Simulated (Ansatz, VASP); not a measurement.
# BN in VASP and in Ansatz

```
CELL_PARAMETERS angstrom
2.49824 0.00000 0.00000
-1.24912 2.16354 0.00000
0.00000 0.00000 6.63570
ATOMIC_POSITIONS crystal
B 0.33333 0.66667 0.25000
B 0.66667 0.33333 0.75000
N 0.33333 0.66667 0.75000
N 0.66667 0.33333 0.25000
```

Alike in both runs: task single point; functional revPBE; k mesh 9 × 9 × 3; no spin polarisation.

|  | VASP | Ansatz |
| --- | --- | --- |
| version | VASP 6.6.1 | Ansatz 0.2.0 |
| potentials or method | VASP PAW PBE potentials, release 64 (B, N) | plane waves, PAW |
| plane-wave cutoff (eV) | 600 | 420 |
| occupations | gaussian, width 0.01 eV | fixed |
| valence electrons in the cell | 16 | 16 |

|  | VASP | Ansatz | Ansatz less VASP |
| --- | --- | --- | --- |
| gap on the k mesh at the Fermi level (eV) | 4.51 | 4.52 | +0.010 |
| pressure (GPa) | 8.0 | 8.1 | +0.06 |
| traceless stress, the component that is largest in VASP (GPa) | -3.64 | -3.50 | +0.139 |

VASP's potentials were made for PBE, not for revPBE.
